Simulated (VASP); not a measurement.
# CdTe (F-43m) in VASP: notebook

Runs on CdTe. Level: LDA. Tasks: single point.

Program: VASP 6.6.1. These are calculated values, not measurements. Logs are shortened: lines on timing, memory, paths and dates and some standing lists are left out, and cuts for length are marked.

**1. The cell of the first run**

Symmetry: F-43m, No. 216, cubic system. The conventional cell has a = 5.995 Å, b = 5.995 Å, c = 5.995 Å, α = 90.00°, β = 90.00°, γ = 90.00°. Cd (site symmetry -43m) has 4 Te at 2.60 Å within 3.4 Å. Te (site symmetry -43m) has 4 Cd at 2.60 Å within 3.4 Å.

**2. Single point, LDA**

Contents of INCAR:

```
SYSTEM = CdTe
PREC     = Accurate       ! precision mode
ENCUT    = 520            ! plane-wave cutoff, eV
EDIFF    = 1E-6           ! SCF threshold, eV
ISMEAR   = 0              ! smearing method
SIGMA    = 0.01           ! smearing width, eV
LREAL    = .False.        ! projectors in reciprocal space
LASPH    = .True.         ! aspherical terms in the spheres
NELM     = 80             ! most SCF steps
ALGO     = Normal         ! electronic algorithm
ISIF     = 2              ! what is computed and relaxed
LWAVE    = .False.        ! write WAVECAR
LCHARG   = .False.        ! write CHGCAR
NBANDS   = 16             ! bands
```

Contents of KPOINTS:

```
regular mesh
0
Gamma
  6 6 6
  0 0 0
```

Contents of POSCAR:

```
CdTe
1.0
    0.0000000000      2.9975462082      2.9975462082
    2.9975462082      0.0000000000      2.9975462082
    2.9975462082      2.9975462082      0.0000000000
Cd Te
1 1
Direct
    0.0000000000      0.0000000000      0.0000000000
    0.7500000000      0.7500000000      0.7500000000
```

Potentials or basis: VASP PAW LDA potentials, release 64 (Cd, Te).

Command:

```console
$ cat potpaw_LDA.64/Cd/POTCAR potpaw_LDA.64/Te/POTCAR > POTCAR
$ mpirun -np 1 vasp_std > vasp.out
```

OUTCAR:

```text
SYSTEM = CdTe
   PREC = Accurate
   ENCUT = 520
   EDIFF = 1E-6
   ISMEAR = 0
   LREAL = .False.
   LASPH = .True.
   NELM = 80
   ISIF = 2

 ion  position               nearest neighbor table
   1  0.000  0.000  0.000-   2 2.60   2 2.60   2 2.60   2 2.60
   2  0.750  0.750  0.750-   1 2.60   1 2.60   1 2.60   1 2.60

  LATTYP: Found a face centered cubic cell.
 ALAT       =     5.9950924164

  Lattice vectors:

 A1 = (   0.0000000000,   2.9975462082,   2.9975462082)
 A2 = (   2.9975462082,   0.0000000000,   2.9975462082)
 A3 = (   2.9975462082,   2.9975462082,   0.0000000000)

Analysis of symmetry for initial positions (statically):
=====================================================================
 Subroutine PRICEL returns:
 Original cell was already a primitive cell.

 Routine SETGRP: Setting up the symmetry group for a
 face centered cubic supercell.

 Subroutine GETGRP returns: Found 24 space group operations
 (whereof 24 operations were pure point group operations)
 out of a pool of 48 trial point group operations.

The static configuration has the point symmetry T_d .

Analysis of symmetry for dynamics (positions and initial velocities):
=====================================================================
 Subroutine PRICEL returns:
 Original cell was already a primitive cell.

 Routine SETGRP: Setting up the symmetry group for a
 face centered cubic supercell.

 Subroutine GETGRP returns: Found 24 space group operations
 (whereof 24 operations were pure point group operations)
 out of a pool of 48 trial point group operations.

The dynamic configuration has the point symmetry T_d .

 Subroutine INISYM returns: Found 24 space group operations
 (whereof 24 operations are pure point group operations),
 and found     1 'primitive' translations

----------------------------------------------------------------------------------------

                                     Primitive cell

  volume of cell :      53.8676

  direct lattice vectors                    reciprocal lattice vectors
     0.000000000  2.997546208  2.997546208    -0.166803100  0.166803100  0.166803100
     2.997546208  0.000000000  2.997546208     0.166803100 -0.166803100  0.166803100
     2.997546208  2.997546208  0.000000000     0.166803100  0.166803100 -0.166803100

  length of vectors
     4.239170501  4.239170501  4.239170501     0.288911444  0.288911444  0.288911444

  position of ions in fractional coordinates (direct lattice)
     0.000000000  0.000000000  0.000000000
[... 68 lines left out ...]
   NELM   =     80;   NELMIN=  2; NELMDL= -5     # of ELM steps
   EDIFF  = 0.1E-05   stopping-criterion for ELM
   LREAL  =      F    real-space projection
   EDIFFG = 0.1E-04   stopping-criterion for IOM
   NSW    =      0    number of steps for IOM
   IBRION =     -1    ionic relax: 0-MD 1-quasi-New 2-CG
   NFREE  =      0    steps in history (QN), initial steepest desc. (CG)
   ISIF   =      2    stress and relaxation
   ISYM   =      2    0-nonsym 1-usesym 2-fastsym
   POTIM  = 0.5000    time-step for ionic-motion
   TEBEG  =    0.0;   TEEND  =   0.0 temperature during run
   PSTRESS=    0.0 pullay stress
   NELECT =      18.0000    total number of electrons
   NUPDOWN=      -1.0000    fix difference up-down
   EMIN   =  10.00;   EMAX   =-10.00  energy-range for DOS
   EFERMI =   0.00;   METHOD = LEGACY
   ISMEAR =     0;   SIGMA  =   0.01  broadening in eV -4-tet -1-fermi 0-gaus
   EFERMI_NEDOS =   21; number of points for ismear=-14 and -15
   IALGO  =     38    algorithm
   IMIX   =      4    mixing-type and parameters
     AMIX     =   0.40;   BMIX     =  1.00
     AMIX_MAG =   1.60;   BMIX_MAG =  1.00
  volume/ion in A,a.u.               =      26.93       181.76
  Fermi-wavevector in a.u.,A,eV,Ry     =   1.136030  2.146785 17.559190  1.290564
  Thomas-Fermi vector in A             =   2.272735
   LORBIT       =      0    0 simple, 1 ext, 2 COOP (PROOUT), +10 PAW based schemes
   GGA     = CA    functional components
   LHFCALC =     F    Hartree Fock is set to
   AEXX    =    0.0000 exact exchange contribution
   IVDW    =     0    specifies the selected vdW correction
   LEPSILON=     F    determine dielectric tensor
   LRPA    =     F    only Hartree local field effects (RPA)
 non-spin polarized calculation
 Gauss-broadening in eV      SIGMA  =   0.01
  energy-cutoff  :      520.00
  volume of cell :       53.87
 maximum number of plane-waves:      1464
   NGX = 15   NGY = 15   NGZ = 15

 number of electron      17.9999992 magnetization

 Free energy of the ion-electron system (eV)
  ---------------------------------------------------
  ext. energy  EPLUGINS =         0.00000000
  ---------------------------------------------------
  free energy    TOTEN  =        -5.55146844 eV

  energy without entropy =       -5.55146844  energy(sigma->0) =       -5.55146844

 E-fermi :   4.7292     XC(G=0):  -9.9896

 val. band max:        4.6811419150   @ k =   0.0000   0.0000   0.0000
 cond. band min:       5.9701742223   @ k =   0.0000   0.0000   0.0000
 fundamental gap:      1.2890323074
 Fermi energy:         4.7291942086

 k-point     1 :       0.0000    0.0000    0.0000
  band No.  band energies     occupation
      1      -8.2154      2.00000
      2      -4.7661      2.00000
      3      -4.7661      2.00000
      4      -4.7661      2.00000
      5      -4.2869      2.00000
      6      -4.2869      2.00000
[... 281 lines left out ...]
      3      -4.5105      2.00000
      4      -4.3847      2.00000
      5      -4.2724      2.00000
      6      -3.3313      2.00000
[... 8 lines left out ...]
     15      16.5553      0.00000
     16      16.7891      0.00000

------------------------ aborting loop because EDIFF is reached ----------------------------------------

  FORCE on cell =-STRESS in cart. coord.  units (eV):
  Direction    XX          YY          ZZ          XY          YZ          ZX
  --------------------------------------------------------------------------------------
  -------------------------------------------------------------------------------------
  Total        5.2441361      5.2441361      5.2441361      0.0000000      0.0000000      0.0000000
  in kB      155.9756787    155.9756787    155.9756787      0.0000000      0.0000000      0.0000000
  external PRESSURE =     155.9756787 kB  Pullay stress =       0.0000000 kB

 VOLUME and BASIS-vectors are now :
 -----------------------------------------------------------------------------
  energy-cutoff  :      520.00
  volume of cell :       53.87
      direct lattice vectors                 reciprocal lattice vectors
     0.000000000  2.997546208  2.997546208    -0.166803100  0.166803100  0.166803100
     2.997546208  0.000000000  2.997546208     0.166803100 -0.166803100  0.166803100
     2.997546208  2.997546208  0.000000000     0.166803100  0.166803100 -0.166803100

 POSITION                                       TOTAL-FORCE (eV/Angst)
 -----------------------------------------------------------------------------------
      0.00000      0.00000      0.00000        -0.000000     -0.000000     -0.000000
      4.49632      4.49632      4.49632         0.000000      0.000000      0.000000
 -----------------------------------------------------------------------------------
    total drift:                               -0.000000     -0.000000     -0.000000

  FREE ENERGIE OF THE ION-ELECTRON SYSTEM (eV)
  ---------------------------------------------------
  free  energy   TOTEN  =        -5.5514684353 eV

  energy  without entropy=       -5.5514684353  energy(sigma->0) =       -5.55146844
```

OSZICAR:

```text
N       E                     dE             d eps       ncg     rms          rms(c)
DAV:   1     0.107620329646E+03    0.10762E+03   -0.86709E+03   512   0.101E+03
DAV:   2    -0.223043642766E+01   -0.10985E+03   -0.10390E+03   616   0.250E+02
DAV:   3    -0.579630090402E+01   -0.35659E+01   -0.35581E+01   648   0.467E+01
DAV:   4    -0.582677268827E+01   -0.30472E-01   -0.30470E-01   768   0.392E+00
DAV:   5    -0.582697629113E+01   -0.20360E-03   -0.20360E-03   696   0.236E-01    0.943E+00
DAV:   6    -0.558283429522E+01    0.24414E+00   -0.39934E-01   696   0.952E+00    0.700E+00
DAV:   7    -0.555354873150E+01    0.29286E-01   -0.13725E-01   624   0.267E+00    0.202E+00
DAV:   8    -0.555176420342E+01    0.17845E-02   -0.16104E-02   576   0.163E+00    0.587E-01
DAV:   9    -0.555148267889E+01    0.28152E-03   -0.11343E-03   640   0.368E-01    0.196E-01
DAV:  10    -0.555146973837E+01    0.12941E-04   -0.10937E-04   672   0.799E-02    0.671E-02
DAV:  11    -0.555146891766E+01    0.82072E-06   -0.25010E-05   672   0.569E-02    0.152E-02
DAV:  12    -0.555146843526E+01    0.48239E-06   -0.17794E-06   504   0.179E-02
   1 F= -.55514684E+01 E0= -.55514684E+01  d E =-.734715E-14
```

stdout:

```text
POSCAR found type information on POSCAR CdTe
 POSCAR found :  2 types and       2 ions
 scaLAPACK will be used
 LDA part: xc-table for (Slater(with rela. corr.)+CA(PZ))
 , standard interpolation
 POSCAR, INCAR and KPOINTS ok, starting setup
 FFT: planning ... GRIDC
 FFT: planning ... GRID_SOFT
 FFT: planning ... GRID
 WAVECAR not read
 entering main loop
```

It took 11 s on 1 thread of Intel Xeon 6975P-C, shared host; peak memory 0.15 GiB.

Results:

- Free energy: -5.5515 eV
- Pressure: 15.6 GPa
- Band gap on the k mesh: 1.29 eV, direct

Caveat: spin-orbit coupling is left out, which moves the levels of the heavy elements. Expect the measured gap to be larger: semilocal functionals such as LDA lack the derivative discontinuity.

**3. Single point, LDA**

This run uses another cell than the first one, of 28.30 Å³/atom, 1.051 times its volume.

Contents of INCAR:

```
PREC     = Accurate       # precision mode
ENCUT    = 520            # plane-wave cutoff, eV
EDIFF    = 1E-6           # SCF threshold, eV
ISMEAR   = 0              # smearing method
SIGMA    = 0.01           # smearing width, eV
LREAL    = F              # projectors in reciprocal space
LASPH    = T              # aspherical terms in the spheres
NELM     = 80             # most SCF steps
ALGO     = Normal         # electronic algorithm
ISIF     = 2              # what is computed and relaxed
LWAVE    = F              # write WAVECAR
LCHARG   = T              # write CHGCAR
LELF     = T              # ELF
LVHAR    = T            
NBANDS   = 16             # bands
```

Contents of KPOINTS:

```
regular mesh
0
Gamma
  6 6 6
```

Contents of POSCAR:

```
CdTe
1.0
    0.0000000000      3.0475164712      3.0475164712
    3.0475164712      0.0000000000      3.0475164712
    3.0475164712      3.0475164712      0.0000000000
Cd Te
1 1
Direct
    0.0000000000      0.0000000000      0.0000000000
    0.7500000000      0.7500000000      0.7500000000
```

Potentials or basis: VASP PAW LDA potentials, release 64 (Cd, Te).

Command:

```console
$ cat potpaw_LDA.64/Cd/POTCAR potpaw_LDA.64/Te/POTCAR > POTCAR
$ mpirun -np 1 vasp_std > vasp.out
```

Wall time 12 s (1 thread of Intel Xeon 6975P-C, shared host); peak memory 0.16 GiB.

Results (log left out):

| Property | Result |
| --- | --- |
| Free energy | -5.7730 eV |
| Pressure | 10.5 GPa |
| Band gap on the k mesh | 1.13 eV, direct |

Levels at points of the mesh, in eV from the valence-band top:
```tsv
k point	band 5	band 6	band 7	band 8	band 9	band 10	band 11	band 12	band 13	band 14
(0.00, 0.00, 0.00)	-8.72	-8.72	0.00	0.00	0.00	1.13	4.31	4.31	4.31	7.43
(0.50, 0.00, 0.00)	-8.70	-8.20	-5.70	-1.11	-1.11	1.82	4.96	4.96	6.80	9.26
(0.50, 0.50, 0.00)	-8.67	-7.99	-5.37	-2.62	-2.62	1.98	2.40	9.76	9.92	9.92
```

Caveat: spin-orbit coupling is left out, which moves the levels of the heavy elements. LDA gaps usually lie below the measured ones, often by a third to a half.

**4. Single point, LDA**

This run uses another cell than the first one, of 29.35 Å³/atom, 1.090 times its volume.

Contents of INCAR:

```
SYSTEM = CdTe
PREC = Accurate ; ENCUT = 520
EDIFF = 1E-6 ; ISMEAR = 0
SIGMA = 0.01 ; LREAL = .False.
LASPH = .True. ; NELM = 80
ALGO = Normal ; ISIF = 2
LWAVE = .False. ; LCHARG = .True.
LELF = .True. ; LVHAR = .True.
NBANDS = 16
```

Contents of KPOINTS:

```
regular mesh
0
Gamma
  6 6 6
  0 0 0
```

Contents of POSCAR:

```
CdTe
1.0
    0.0000000000      3.0847143904      3.0847143904
    3.0847143904      0.0000000000      3.0847143904
    3.0847143904      3.0847143904      0.0000000000
Cd Te
1 1
Direct
    0.0000000000      0.0000000000      0.0000000000
    0.7500000000      0.7500000000      0.7500000000
```

Command:

```console
$ cat potpaw_LDA.64/Cd/POTCAR potpaw_LDA.64/Te/POTCAR > POTCAR
$ mpirun -np 1 vasp_std > vasp.out
```

It took 12 s on 1 thread of Intel Xeon 6975P-C, shared host; peak memory 0.16 GiB.

The run converged. Its results:

- Free energy: -5.8898 eV
- Pressure: 7.4 GPa
- Band gap on the k mesh: 1.01 eV, direct

Levels at points of the mesh, in eV from the valence-band top:
```tsv
k point	band 6	band 7	band 8	band 9	band 10	band 11	band 12	band 13
(0.00, 0.00, 0.00)	-8.55	0.00	0.00	0.00	1.01	4.36	4.36	4.36
(0.50, 0.00, 0.00)	-8.07	-5.44	-1.04	-1.04	1.79	5.00	5.00	6.84
(0.50, 0.50, 0.00)	-7.88	-5.16	-2.46	-2.46	2.08	2.45	9.52	9.74
```

Caveat: spin-orbit coupling is left out, which moves the levels of the heavy elements.

**5. Single point, LDA**

This run uses another cell than the first one, of 30.61 Å³/atom, 1.136 times its volume.

Contents of INCAR:

```
PREC     = Accurate       # precision mode
ENCUT    = 520            # plane-wave cutoff, eV
EDIFF    = 1E-6           # SCF threshold, eV
ISMEAR   = 0              # smearing method
SIGMA    = 0.01           # smearing width, eV
LREAL    = False          # projectors in reciprocal space
LASPH    = True           # aspherical terms in the spheres
NELM     = 80             # most SCF steps
ALGO     = Normal         # electronic algorithm
ISIF     = 2              # what is computed and relaxed
LWAVE    = False          # write WAVECAR
LCHARG   = False          # write CHGCAR
NBANDS   = 16             # bands
```

Contents of KPOINTS:

```
regular mesh
0
Gamma
  6 6 6
```

Contents of POSCAR:

```
CdTe
1.0
    0.0000000000      3.1280118801      3.1280118801
    3.1280118801      0.0000000000      3.1280118801
    3.1280118801      3.1280118801      0.0000000000
Cd Te
1 1
Direct
    0.0000000000      0.0000000000      0.0000000000
    0.7500000000      0.7500000000      0.7500000000
```

Command:

```console
$ cat potpaw_LDA.64/Cd/POTCAR potpaw_LDA.64/Te/POTCAR > POTCAR
$ mpirun -np 1 vasp_std > vasp.out
```

It took 17 s on 1 thread of Intel Xeon 6975P-C, shared host; peak memory 0.17 GiB.

It converged, with:

```yaml
Free_energy: -5.9812 eV
Pressure: 4.4 GPa
Band_gap_on_the_k_mesh: 0.88 eV, direct
```

Levels at points of the mesh, in eV from the valence-band top:
```tsv
k point	band 6	band 7	band 8	band 9	band 10	band 11	band 12	band 13
(0.00, 0.00, 0.00)	-8.38	0.00	0.00	0.00	0.88	4.41	4.41	4.41
(0.50, 0.00, 0.00)	-7.94	-5.15	-0.96	-0.96	1.75	5.03	5.03	6.87
(0.50, 0.50, 0.00)	-7.77	-4.93	-2.29	-2.29	2.19	2.49	9.26	9.52
```

Caveat: spin-orbit coupling is left out, which moves the levels of the heavy elements.

**6. Single point, LDA**

This run uses another cell than the first one, of 32.26 Å³/atom, 1.198 times its volume.

Contents of INCAR:

```
SYSTEM = CdTe
ALGO = Normal
EDIFF = 1E-6
ENCUT = 520
ISIF = 2
ISMEAR = 0
LASPH = .TRUE.
LCHARG = .FALSE.
LREAL = .FALSE.
LWAVE = .FALSE.
NBANDS = 16
NELM = 80
PREC = Accurate
SIGMA = 0.01
```

Contents of KPOINTS:

```
k-points
0
G
  6 6 6
  0 0 0
```

Contents of POSCAR:

```
CdTe
1.0
    0.0000000000      3.1834610138      3.1834610138
    3.1834610138      0.0000000000      3.1834610138
    3.1834610138      3.1834610138      0.0000000000
Cd Te
1 1
Direct
    0.0000000000      0.0000000000      0.0000000000
    0.7500000000      0.7500000000      0.7500000000
```

Potentials or basis: VASP PAW LDA potentials, release 64 (Cd, Te).

Command:

```console
$ cat potpaw_LDA.64/Cd/POTCAR potpaw_LDA.64/Te/POTCAR > POTCAR
$ mpirun -np 1 vasp_std > vasp.out
```

Run time: 18 s. Hardware: 1 thread of Intel Xeon 6975P-C, shared host; peak memory 0.17 GiB.

Results (log left out):

| Quantity | Value |
| --- | --- |
| Free energy | -6.0380 eV |
| Pressure | 1.3 GPa |
| Band gap on the k mesh | 0.71 eV, direct |

Levels at points of the mesh, in eV from the valence-band top:
```
           k point  band 5  band 6  band 7  band 8  band 9  band 10  band 11  band 12  band 13  band 14
(0.00, 0.00, 0.00)   -8.19   -8.19    0.00    0.00    0.00     0.71     4.46     4.46     4.46     7.29
(0.50, 0.00, 0.00)   -8.18   -7.80   -4.82   -0.87   -0.87     1.71     5.07     5.07     6.88     8.66
(0.50, 0.50, 0.00)   -8.16   -7.65   -4.65   -2.08   -2.08     2.32     2.53     8.94     9.25     9.25
```

Caveat: spin-orbit coupling is left out, which moves the levels of the heavy elements.

**7. The runs side by side**

| cell | gap on the mesh (eV) | pressure (GPa) |
| --- | --- | --- |
| a = 4.239 Å, angles 60.0°, 2 atoms | 1.29 | 15.6 |
| a = 4.310 Å, angles 60.0°, 2 atoms | 1.13 | 10.5 |
| a = 4.362 Å, angles 60.0°, 2 atoms | 1.01 | 7.4 |
| a = 4.424 Å, angles 60.0°, 2 atoms | 0.88 | 4.4 |
| a = 4.502 Å, angles 60.0°, 2 atoms | 0.71 | 1.3 |

Alike in all rows: task single point; level LDA; potentials or basis VASP PAW LDA potentials, release 64 (Cd, Te); no spin polarisation; k mesh 6 × 6 × 6; cutoff (eV) 520; smearing gaussian 0.01 eV.

Caveats: spin-orbit coupling is left out, which moves the levels of the heavy elements.

Absolute energies hang on the potentials; compare differences alone.
